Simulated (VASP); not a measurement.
## Os: single point with PBE

Os:

```
Os
1.0
     2.73410    0.00000    0.00000
    -1.36705    2.36780    0.00000
     0.00000    0.00000    4.31970
Os
2
Cartesian
  1.3671 0.7893 3.2398
  0.0000 1.5785 1.0799
```

- Program: VASP 6.6.1
- Task: single point
- Functional: PBE
- Potentials or basis: VASP PAW PBE potentials, release 64 (Os)
- Cutoff: 600 eV
- k mesh: 8 × 8 × 5
- Occupations: methfessel-paxton, width 0.1 eV
- Spin: no spin polarisation
- Dipole correction: no
- Further INCAR settings: ALGO = Normal; EDIFF = 1e-06; NBANDS = 15

```yaml
Pressure: 8.3 GPa
Band_gap_on_the_k_mesh: zero (band 8 reaches 11.52 eV, above the bottom of band 9 at 7.78 eV)
```

Stress tensor (GPa, compression positive):
```
8.29 0.00 0.00
0.00 8.29 0.00
0.00 0.00 8.39
```

Levels at points of the mesh, in eV from the Fermi level:
```tsv
k point	band 5	band 6	band 7	band 8	band 9	band 10	band 11	band 12
(0.00, 0.00, 0.00)	-2.52	-1.93	-1.93	-1.29	-1.29	0.30	1.97	1.97
(0.50, 0.00, 0.00)	-2.63	-2.30	-1.60	2.33	2.89	3.00	4.70	6.00
```

Wall time 22 s on 1 thread of AMD EPYC 7R43 64-Core Processor (Zen 3), with other jobs on the host, peak memory 0.13 GiB.

Caveat: spin-orbit coupling is left out, which moves the levels of the heavy elements.
